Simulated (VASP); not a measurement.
Here is a VASP 6.6.1 calculation.

INCAR

```
SYSTEM = YSi
PREC = Accurate
ENCUT = 520
EDIFF = 1E-6
ISMEAR = 0
SIGMA = 0.1
LREAL = .FALSE.
LASPH = .TRUE.
NELM = 100
ALGO = Normal
ISIF = 2
LWAVE = .FALSE.
LCHARG = .FALSE.
GGA = CA
NBANDS = 23
```

File KPOINTS:

```
regular mesh
0
G
  10 10 12
  0 0 0
```

Contents of POSCAR:

```
YSi
1.0
    2.1012579396     -5.1841607133      0.0000000000
    2.1012579396      5.1841607133      0.0000000000
    0.0000000000      0.0000000000      3.7797412341
Y Si
2 2
Direct
    0.1402911573      0.8597088427      0.2500000000
    0.8597088427      0.1402911573      0.7500000000
    0.4236216297      0.5763783703      0.2500000000
    0.5763783703      0.4236216297      0.7500000000
```

Potentials or basis: VASP PAW LDA potentials, release 64 (Y_sv, Si).

The run is started by

```bash
$ cat potpaw_LDA.64/Y_sv/POTCAR potpaw_LDA.64/Si/POTCAR > POTCAR
$ mpirun -np 1 vasp_std > vasp.out
```

Estimate the band gap on the k mesh.

zero (bands 15 and 16 overlap by 1.65 eV).

Estimate the largest force.

0.005 eV/Å.

Forces on the atoms (eV/Å):
```
Y    0.000 -0.001  0.000
Y    0.000  0.001  0.000
Si   0.000 -0.005  0.000
Si   0.000  0.005  0.000
```
